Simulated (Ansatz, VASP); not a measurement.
# One calculation of ZnB4, two programs

```
Zn B
1.0
     4.86173    0.00000    0.00000
     0.00000    4.86173    0.00000
     0.00000    0.00000    2.07971
Zn B
1 4
Direct
  0.00000 0.00000 0.50000
  0.31965 0.31965 0.50000
  0.68035 0.68035 0.50000
  0.31965 0.68035 0.50000
  0.68035 0.31965 0.50000
```

Alike in both runs: task relaxation of cell and atoms; functional PBE; k mesh 4 × 4 × 8; occupations gaussian, width 0.1 eV; no spin polarisation.

|  | VASP | Ansatz |
| --- | --- | --- |
| version | VASP 6.6.1 | Ansatz 0.2.0 |
| potentials or method | VASP PAW PBE potentials, release 64 (Zn, B), cutoff 600 eV | scalar-relativistic, plane waves, PAW |
| valence electrons in the cell | 24 | 24 |

|  | VASP | Ansatz | Ansatz less VASP |
| --- | --- | --- | --- |
| gap on the k mesh at the Fermi level, each at its own relaxed structure (eV) | none | none | - |
| relaxed volume (Å³/atom) | 9.80 | 9.82 | +0.023 |
| relaxed length of the cell vector where the two differ most in proportion (Å) | 4.848 | 4.854 | +0.0057 |

A gap of «none» marks a metal or a gap that the smearing closes.

The k mesh is coarse, so the values compare programs but aren't converged.
